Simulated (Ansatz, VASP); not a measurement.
Ti3Si: VASP beside Ansatz

Contents of POSCAR:

```
Ti3Si
1.0
    0.0000000000      3.1443560000      3.1443560000
    3.1443560000      0.0000000000      3.1443560000
    3.1443560000      3.1443560000      0.0000000000
Ti Si
3 1
Direct
    0.7500000000      0.7500000000      0.7500000000
    0.2500000000      0.2500000000      0.2500000000
    0.0000000000      0.0000000000      0.0000000000
    0.5000000000      0.5000000000      0.5000000000
```

Contents of INCAR.step1:

```
SYSTEM = Ti3Si
  ALGO = Normal
  EDIFF = 1E-4
  ENCUT = 520
  GGA = PE
  ISMEAR = 1
  LASPH = .True.
  LCHARG = .False.
  LREAL = .False.
  LWAVE = .True.
  NBANDS = 28
  NELM = 100
  PREC = Accurate
  SIGMA = 0.15
```

The input INCAR.step2:

```
SYSTEM = Ti3Si
  ALGO = Normal
  EDIFF = 1E-7
  ENCUT = 520
  ISIF = 2
  ISMEAR = 1
  ISTART = 1
  LASPH = .True.
  LCHARG = .True.
  LELF = .True.
  LMIXTAU = .True.
  LREAL = .False.
  LVHAR = .True.
  LWAVE = .False.
  METAGGA = R2SCAN
  NBANDS = 28
  NELM = 100
  PREC = Accurate
  SIGMA = 0.15
```

Contents of KPOINTS:

```
k-points
0
Gamma
  5 5 5
  0 0 0
```

Input for Ansatz:

```yaml
crystal:
  lattice:
    - [0.0, 3.144356, 3.144356]
    - [3.144356, 0.0, 3.144356]
    - [3.144356, 3.144356, 0.0]
  atoms:
    - { symbol: Ti, position: [0.75, 0.75, 0.75] }
    - { symbol: Ti, position: [0.25, 0.25, 0.25] }
    - { symbol: Ti, position: [0.0, 0.0, 0.0] }
    - { symbol: Si, position: [0.5, 0.5, 0.5] }
accuracy: low
kpoints:
  mp_grid:
    grid: [5, 5, 5]
hamiltonian:
  xc: r2scan
  pseudopotentials:
    kind: nc
scf:
  algorithm: density_mixing
  occupations:
    method: methfessel_paxton
    width: 0.15
  initial_density:
    normalization: cell
output:
  forces: true
  stress: true
```

Alike in both runs: task single point; functional r2SCAN; k mesh 5 × 5 × 5; occupations methfessel-paxton of order 1, width 0.15 eV; no spin polarisation.

|  | VASP | Ansatz |
| --- | --- | --- |
| version | VASP 6.6.1 | Ansatz 0.2.0 |
| potentials or method | VASP PAW PBE potentials, release 64 (Ti_sv, Si) | plane waves, norm-conserving potentials |
| plane-wave cutoff (eV) | 520 | 1143 |
| valence electrons in the cell | 40 | 40 |

|  | VASP | Ansatz | Ansatz less VASP |
| --- | --- | --- | --- |
| pressure (GPa) | -1.7 | -2.2 | -0.50 |

VASP's potentials were made for PBE, not for r2SCAN.
